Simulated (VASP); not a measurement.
ScTa: single point with PBE

Crystal: ScTa.

```
Sc Ta
1.0
     4.92576    0.00000    0.00000
     0.00000    2.98812    0.00000
     0.00000    0.00000    5.58169
Sc Ta
2 2
Direct
  0.75000 0.00000 0.65101
  0.25000 0.00000 0.34899
  0.75000 0.50000 0.12767
  0.25000 0.50000 0.87233
```

```json
{
  "Program": "VASP 6.6.1",
  "Task": "single point",
  "Functional": "PBE",
  "Potentials or basis": "VASP PAW PBE potentials, release 64 (Sc_sv, Ta_pv)",
  "Cutoff": "520 eV",
  "k mesh": "4 × 6 × 4",
  "Occupations": "gaussian, width 0.1 eV",
  "Spin": "no spin polarisation",
  "Dipole correction": "no",
  "Further INCAR settings": "ALGO = Normal; EDIFF = 1e-06; NBANDS = 30"
}
```

```json
{
  "Pressure": "0.1 GPa",
  "Largest force": "0.016 eV/Å",
  "Band gap on the k mesh": "zero (bands 22 and 23 overlap by 0.65 eV)"
}
```

Forces on the atoms (eV/Å):
```
Sc   0.000  0.000  0.016
Sc   0.000  0.000 -0.016
Ta   0.000  0.000 -0.013
Ta   0.000  0.000  0.013
```

Stress tensor (GPa, compression positive):
```
 0.05  0.00  0.00
 0.00 -0.03  0.00
 0.00  0.00  0.32
```

Levels at points of the mesh, in eV from the Fermi level:
```csv
k point,band 19,band 20,band 21,band 22,band 23,band 24,band 25,band 26
"(0.00, 0.00, 0.00)",-1.38,-1.06,-0.21,0.36,0.84,1.03,1.29,1.34
"(0.50, 0.00, 0.00)",-1.15,-1.15,0.53,0.53,0.80,0.80,1.26,1.26
"(0.00, 0.50, 0.00)",-1.34,-1.32,-1.20,-0.74,0.19,0.50,0.96,1.22
"(0.50, 0.50, 0.00)",-0.81,-0.81,-0.62,-0.62,-0.12,-0.12,0.82,0.82
"(0.00, 0.00, 0.50)",-0.96,-0.77,-0.52,-0.50,0.76,0.83,0.85,0.96
"(0.50, 0.00, 0.50)",-1.20,-1.20,-0.59,-0.59,0.49,0.49,0.90,0.90
"(0.00, 0.50, 0.50)",-2.12,-1.56,-0.35,-0.09,0.36,0.83,1.45,1.52
"(0.50, 0.50, 0.50)",-1.13,-1.13,-0.83,-0.83,1.24,1.24,1.80,1.80
```

It took 35 s on 1 thread of Intel(R) Xeon(R) 6975P-C (Granite Rapids) (shared host), peak memory 0.23 GiB.

Caveat: spin-orbit coupling is left out, which moves the levels of the heavy elements.
